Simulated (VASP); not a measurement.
# HfO2 (Fm-3m) in VASP: notebook, part 2 of 2

VASP 6.6.1. The steps go on from the part before.

**3. Single point, PBE**

This run uses another cell than the first one, of 10.71 Å³/atom, 1.043 times its volume.

INCAR reads:

```
PREC = Accurate ; ENCUT = 520
EDIFF = 1E-6 ; ISMEAR = 0
SIGMA = 0.01 ; LREAL = False
LASPH = True ; NELM = 80
ALGO = Normal ; ISIF = 2
LWAVE = False ; LCHARG = False
GGA = PE ; NBANDS = 18
```

KPOINTS reads:

```
regular mesh
0
Gamma
  6 6 6
```

POSCAR reads:

```
HfO2
1.0
    0.0000000000      2.5229349520      2.5229349520
    2.5229349520      0.0000000000      2.5229349520
    2.5229349520      2.5229349520      0.0000000000
Hf O
1 2
Direct
    0.0000000000      0.0000000000      0.0000000000
    0.2500000000      0.2500000000      0.2500000000
    0.7500000000      0.7500000000      0.7500000000
```

Potentials or basis: VASP PAW PBE potentials, release 64 (Hf_pv, O).

The run is started by

```console
$ cat potpaw_PBE.64/Hf_pv/POTCAR potpaw_PBE.64/O/POTCAR > POTCAR
$ mpirun -np 1 vasp_std > vasp.out
```

Wall time 22 s (1 thread of Intel Xeon 8259CL, shared host); peak memory 0.16 GiB.

Results (log left out):

| Property | Result |
| --- | --- |
| Free energy | -30.2410 eV |
| Pressure | 4.1 GPa |
| Band gap on the k mesh | 3.84 eV, direct |

Levels at points of the mesh, in eV from the valence-band top:
| k point | band 7 | band 8 | band 9 | band 10 | band 11 | band 12 | band 13 | band 14 | band 15 | band 16 |
| --- | --- | --- | --- | --- | --- | --- | --- | --- | --- | --- |
| (0.00, 0.00, 0.00) | -5.43 | -5.43 | -0.61 | -0.61 | -0.61 | 3.92 | 3.92 | 5.95 | 10.60 | 10.60 |
| (0.50, 0.00, 0.00) | -4.38 | -3.07 | -2.76 | -1.85 | -1.85 | 4.66 | 4.66 | 7.12 | 9.11 | 9.54 |
| (0.50, 0.50, 0.00) | -3.49 | -3.49 | -1.55 | -1.55 | 0.00 | 3.84 | 5.58 | 6.77 | 8.29 | 8.29 |

Caveat: spin-orbit coupling is left out, which moves the levels of the heavy elements. A k mesh can miss the band edges.

**4. Single point, PBE**

This run uses another cell than the first one, of 11.60 Å³/atom, 1.130 times its volume.

INCAR reads:

```
SYSTEM = HfO2
PREC = Accurate
ENCUT = 520
EDIFF = 1E-7
ISMEAR = 0
SIGMA = 0.01
LREAL = .False.
LASPH = .True.
NELM = 60
ALGO = Normal
ISIF = 2
LWAVE = .False.
LCHARG = .False.
GGA = PE
NBANDS = 18
```

KPOINTS reads:

```
regular mesh
0
Gamma
  6 6 6
  0 0 0
```

POSCAR reads:

```
HfO2
1.0
    0.0000000000      2.5911551753      2.5911551753
    2.5911551753      0.0000000000      2.5911551753
    2.5911551753      2.5911551753      0.0000000000
Hf O
1 2
Direct
    0.0000000000      0.0000000000      0.0000000000
    0.2500000000      0.2500000000      0.2500000000
    0.7500000000      0.7500000000      0.7500000000
```

The run is started by

```console
$ cat potpaw_PBE.64/Hf_pv/POTCAR potpaw_PBE.64/O/POTCAR > POTCAR
$ mpirun -np 1 vasp_std > vasp.out
```

Wall time 25 s (1 thread of Intel Xeon 8259CL, shared host); peak memory 0.16 GiB.

Results (log left out):

| Quantity | Value |
| --- | --- |
| Free energy | -30.1501 eV |
| Pressure | -14.1 GPa |
| Band gap on the k mesh | 3.62 eV, direct |

Levels at points of the mesh, in eV from the valence-band top:
| k point | band 9 | band 10 | band 11 | band 12 | band 13 | band 14 |
| --- | --- | --- | --- | --- | --- | --- |
| (0.00, 0.00, 0.00) | -0.58 | -0.58 | -0.58 | 3.71 | 3.71 | 5.31 |
| (0.50, 0.00, 0.00) | -2.58 | -1.75 | -1.75 | 4.36 | 4.36 | 6.38 |
| (0.50, 0.50, 0.00) | -1.42 | -1.42 | 0.00 | 3.62 | 5.15 | 6.05 |

Caveat: spin-orbit coupling is left out, which moves the levels of the heavy elements. PBE gaps usually lie below the measured ones, often by a third to a half.

**5. Single point, PBE**

This run uses another cell than the first one, of 12.04 Å³/atom, 1.174 times its volume.

INCAR reads:

```
SYSTEM = HfO2
  PREC = Accurate
  ENCUT = 520
  EDIFF = 1E-7
  ISMEAR = 0
  SIGMA = 0.01
  LREAL = .FALSE.
  LASPH = .TRUE.
  NELM = 100
  ALGO = Normal
  ISIF = 2
  LWAVE = .FALSE.
  LCHARG = .FALSE.
  GGA = PE
  NBANDS = 18
```

KPOINTS reads:

```
Automatic mesh
0
G
  6 6 6
  0 0 0
```

POSCAR reads:

```
HfO2
1.0
    0.0000000000      2.6239580902      2.6239580902
    2.6239580902      0.0000000000      2.6239580902
    2.6239580902      2.6239580902      0.0000000000
Hf O
1 2
Direct
    0.0000000000      0.0000000000      0.0000000000
    0.2500000000      0.2500000000      0.2500000000
    0.7500000000      0.7500000000      0.7500000000
```

Potentials or basis: VASP PAW PBE potentials, release 64 (Hf_pv, O).

The run is started by

```console
$ cat potpaw_PBE.64/Hf_pv/POTCAR potpaw_PBE.64/O/POTCAR > POTCAR
$ mpirun -np 1 vasp_std > vasp.out
```

OUTCAR:

```text
SYSTEM = HfO2
   PREC = Accurate
   ENCUT = 520
   EDIFF = 1E-7
   ISMEAR = 0
   LREAL = .FALSE.
   LASPH = .TRUE.
   NELM = 100
   ISIF = 2
   GGA = PE

 ion  position               nearest neighbor table
   1  0.000  0.000  0.000-   3 2.27   3 2.27   3 2.27   2 2.27   3 2.27   2 2.27   2 2.27   2 2.27

   2  0.250  0.250  0.250-   1 2.27   1 2.27   1 2.27   1 2.27
   3  0.750  0.750  0.750-   1 2.27   1 2.27   1 2.27   1 2.27

  LATTYP: Found a face centered cubic cell.
 ALAT       =     5.2479161804

  Lattice vectors:

 A1 = (   0.0000000000,   2.6239580902,   2.6239580902)
 A2 = (   2.6239580902,   0.0000000000,   2.6239580902)
 A3 = (   2.6239580902,   2.6239580902,   0.0000000000)

Analysis of symmetry for initial positions (statically):
=====================================================================
 Subroutine PRICEL returns:
 Original cell was already a primitive cell.

 Routine SETGRP: Setting up the symmetry group for a
 face centered cubic supercell.

 Subroutine GETGRP returns: Found 48 space group operations
 (whereof 48 operations were pure point group operations)
[... 156 lines left out ...]

 E-fermi :   3.5839     XC(G=0): -11.2950

 val. band max:        3.4298606953   @ k =   0.5000   0.5000   0.0000
 cond. band min:       6.9466165007   @ k =   0.5000   0.5000   0.0000
 fundamental gap:      3.5167558055
 Fermi energy:         3.5838510738

 k-point     1 :       0.0000    0.0000    0.0000
  band No.  band energies     occupation
      1     -26.7462      2.00000
      2     -26.7462      2.00000
      3     -26.7462      2.00000
      4     -14.6840      2.00000
      5     -12.1456      2.00000
      6      -1.3116      2.00000
[... 313 lines left out ...]
      5     -13.0600      2.00000
      6      -1.8760      2.00000
[... 10 lines left out ...]
     17      15.6307      0.00000
     18      16.0411      0.00000

------------------------ aborting loop because EDIFF is reached ----------------------------------------

  FORCE on cell =-STRESS in cart. coord.  units (eV):
  Direction    XX          YY          ZZ          XY          YZ          ZX
  --------------------------------------------------------------------------------------
  -------------------------------------------------------------------------------------
  Total       -4.6679649     -4.6679649     -4.6679649      0.0000000      0.0000000      0.0000000
  in kB     -206.9843395   -206.9843395   -206.9843395      0.0000000      0.0000000      0.0000000
  external PRESSURE =    -206.9843395 kB  Pullay stress =       0.0000000 kB

 VOLUME and BASIS-vectors are now :
 -----------------------------------------------------------------------------
  energy-cutoff  :      520.00
  volume of cell :       36.13
      direct lattice vectors                 reciprocal lattice vectors
     0.000000000  2.623958090  2.623958090    -0.190551824  0.190551824  0.190551824
     2.623958090  0.000000000  2.623958090     0.190551824 -0.190551824  0.190551824
     2.623958090  2.623958090  0.000000000     0.190551824  0.190551824 -0.190551824

 POSITION                                       TOTAL-FORCE (eV/Angst)
 -----------------------------------------------------------------------------------
      0.00000      0.00000      0.00000        -0.000000      0.000000      0.000000
      1.31198      1.31198      1.31198        -0.000000     -0.000000     -0.000000
      3.93594      3.93594      3.93594         0.000000      0.000000      0.000000
 -----------------------------------------------------------------------------------
    total drift:                                0.000000      0.000000      0.000000

  FREE ENERGIE OF THE ION-ELECTRON SYSTEM (eV)
  ---------------------------------------------------
  free  energy   TOTEN  =       -30.0053405485 eV

  energy  without entropy=      -30.0053405485  energy(sigma->0) =      -30.00534055
```

Wall time 28 s (1 thread of Intel Xeon 8259CL, shared host); peak memory 0.16 GiB.

Results:

```
Free energy            : -30.0053 eV
Pressure               : -20.7 GPa
Band gap on the k mesh : 3.52 eV, direct
```

Caveat: spin-orbit coupling is left out, which moves the levels of the heavy elements. As with any semilocal functional, this PBE gap is likely too small.

**6. The runs side by side**

```tsv
cell	gap on the mesh (eV)	pressure (GPa)
a = 3.518 Å, angles 60.0°, 3 atoms	3.95	16.7
a = 3.568 Å, angles 60.0°, 3 atoms	3.84	4.1
a = 3.664 Å, angles 60.0°, 3 atoms	3.62	-14.1
a = 3.711 Å, angles 60.0°, 3 atoms	3.52	-20.7
```

Alike in all rows: task single point; level PBE; potentials or basis VASP PAW PBE potentials, release 64 (Hf_pv, O); no spin polarisation; k mesh 6 × 6 × 6; cutoff (eV) 520; smearing gaussian 0.01 eV.

Caveats: spin-orbit coupling is left out, which moves the levels of the heavy elements.

Total energies depend on the potentials used, so only differences within one code and one set of settings carry meaning.
